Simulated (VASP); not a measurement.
Mo2C3, 5 atoms in the cell. It takes space group Pm-3m (No. 221, cubic). Conventional cell: a = 3.956 Å, b = 3.956 Å, c = 3.956 Å, α = 90.00°, β = 90.00°, γ = 90.00°. Mo (site symmetry m-3m) has 12 C at 2.80 Å and 8 Mo at 3.43 Å within 3.7 Å. Within 2.6 Å of Mo (site symmetry m-3m) lie 6 C at 1.98 Å. Within 2.6 Å of C (site symmetry 4/mmm) lie 2 Mo at 1.98 Å. The cell was generated, and may not be a known phase.

```yaml
Program: VASP 6.6.1
Task: single point
Functional: PBE
Potentials_or_basis: VASP PAW PBE potentials, release 64 (Mo_sv, C)
Cutoff: 520 eV
k_mesh: 4 × 4 × 4
Occupations: gaussian, width 0.1 eV
Spin: collinear spin
Starting_moments: "[1.0, 1.0, 0.0, 0.0, 0.0] μB"
Dipole_correction: no
Further_INCAR_settings: ALGO = Normal; EDIFF = 1e-06; NBANDS = 32
```

Potentials or basis: VASP PAW PBE potentials, release 64 (Mo_sv, C).

Command:

```bash
$ cat potpaw_PBE.64/Mo_sv/POTCAR potpaw_PBE.64/C/POTCAR > POTCAR
$ mpirun -np 1 vasp_std > vasp.out
```

Hardware: 1 thread of Intel Xeon 8259CL, with other jobs on the host.

Task: How long does it take, and how much memory?

Result: Wall time 92 s on 1 thread of Intel Xeon 8259CL (shared host), peak memory 0.2 GiB. Counts: scf iterations 21, k points 10.
